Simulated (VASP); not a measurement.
A run of VASP 6.6.1 is set up as follows.

The input INCAR:

```
SYSTEM = HfNb2CN2
ALGO = Normal
EDIFF = 1E-6
ENCUT = 520
GGA = PE
ISIF = 2
ISMEAR = 0
LASPH = .TRUE.
LCHARG = .FALSE.
LREAL = .FALSE.
LWAVE = .FALSE.
NBANDS = 34
NELM = 80
PREC = Accurate
SIGMA = 0.1
```

The input KPOINTS:

```
k-points
0
G
  4 4 6
  0 0 0
```

File POSCAR:

```
HfNb2CN2
1.0
    2.7335552100     -4.7328658600      0.0000000000
    2.7335552100      4.7328658600      0.0000000000
    0.0000000000      0.0000000000      3.1013415000
Hf Nb C N
1 2 1 2
Direct
    0.5000000000      0.5000000000      0.0000000000
    0.1669560000      0.8330440000      0.0000000000
    0.8330440000      0.1669560000      0.0000000000
    0.0000000000      0.0000000000      0.5000000000
    0.0000000000      0.5000000000      0.5000000000
    0.5000000000      0.0000000000      0.5000000000
```

Potentials or basis: VASP PAW PBE potentials, release 64 (Hf_pv, Nb_sv, C, N).

Command:

```sh
$ cat potpaw_PBE.64/Hf_pv/POTCAR potpaw_PBE.64/Nb_sv/POTCAR potpaw_PBE.64/C/POTCAR potpaw_PBE.64/N/POTCAR > POTCAR
$ mpirun -np 1 vasp_std > vasp.out
```

**Question.** Predict the largest force.

**Answer.** 0.334 eV/Å.

**Question.** What does it give for the band gap on the k mesh?

**Answer.** Zero (bands 25 and 26 overlap by 1.04 eV).

Forces on the atoms (eV/Å):
```
Hf   0.000  0.000  0.000
Nb   0.000 -0.334  0.000
Nb   0.000  0.334  0.000
C    0.000  0.000  0.000
N    0.000  0.000  0.000
N    0.000  0.000  0.000
```

Caveat: spin-orbit coupling is left out, which moves the levels of the heavy elements.
